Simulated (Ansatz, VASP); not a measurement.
One calculation of ZrS, two programs

```xyz
2
Lattice="0.0000 2.6513 2.6250 2.5987 0.0000 2.6250 2.5987 2.6513 0.0000" Properties=species:S:1:pos:R:3 pbc="T T T"
Zr    0.0000    0.0000    0.0000
S     2.5987    2.6513    2.6250
```

Change from the starting cell: strain -0.0100 x Voigt [1, -1, 0, 0, 0, 0], atoms carried along.

Alike in both runs: task single point; functional r2SCAN; k mesh 16 × 16 × 16; occupations gaussian, width 0.15 eV; no spin polarisation.

```csv
,VASP,Ansatz
version,VASP 6.6.1,Ansatz 0.2.0
potentials or method,"VASP PAW PBE potentials, release 64 (Zr_sv, S), cutoff 520 eV","scalar-relativistic, plane waves, PAW"
valence electrons in the cell,18,18
```

Ansatz gave:

| Item | Value |
| --- | --- |
| gap on the k mesh at the Fermi level (eV) | none |
| pressure (GPa) | -1.9 |
| traceless stress, the component that is largest in VASP (GPa) | 2.68 |

**Question.** What did VASP give for the same quantities?

**Answer.** gap on the k mesh at the Fermi level (eV): none; pressure (GPa): -1.9; traceless stress, the component that is largest in VASP (GPa): 2.69.

VASP's potentials were made for PBE, not for r2SCAN. A gap of «none» marks a metal or a gap that the smearing closes.
